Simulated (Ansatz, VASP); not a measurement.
# Two plane-wave programs on C

```xyz
3
Lattice="2.0674 1.1936 1.2939 -2.0674 1.1936 1.2939 0.0000 -2.3872 1.2939" Properties=species:S:1:pos:R:3 pbc="T T T"
C    -1.6227    0.4235    1.2939
C     1.1781    1.1936    1.2939
C     0.4446   -1.6171    1.2939
```

Change from the starting cell: the structure that the rattled cell fell into.

Alike in both runs: task single point; functional PBE; k mesh 6 × 6 × 6; occupations gaussian, width 0.1 eV; collinear spin.

|  | VASP | Ansatz |
| --- | --- | --- |
| version | VASP 6.6.1 | Ansatz 0.2.0 |
| potentials or method | VASP PAW PBE potentials, release 64 (C), cutoff 520 eV | scalar-relativistic, plane waves, PAW |
| valence electrons in the cell | 12 | 12 |

|  | VASP | Ansatz | Ansatz less VASP |
| --- | --- | --- | --- |
| gap on the k mesh at the Fermi level (eV) | none | none | - |
| pressure (GPa) | 0.8 | 0.2 | -0.60 |
| traceless stress, the component that is largest in VASP (GPa) | 0.33 | 0.66 | +0.335 |
| rms of the force components (eV/Å) | 0.028 | 0.000 | -0.0282 |
| net moment per atom (μB) | 0.00 | 0.00 | 0.000 |

Atom by atom the forces differ by 0.028 eV/Å (rms over components). A gap of «none» marks a metal or a gap that the smearing closes. Ansatz's warnings: seeded moment not kept.

The k mesh is coarse, so the values compare programs but aren't converged.
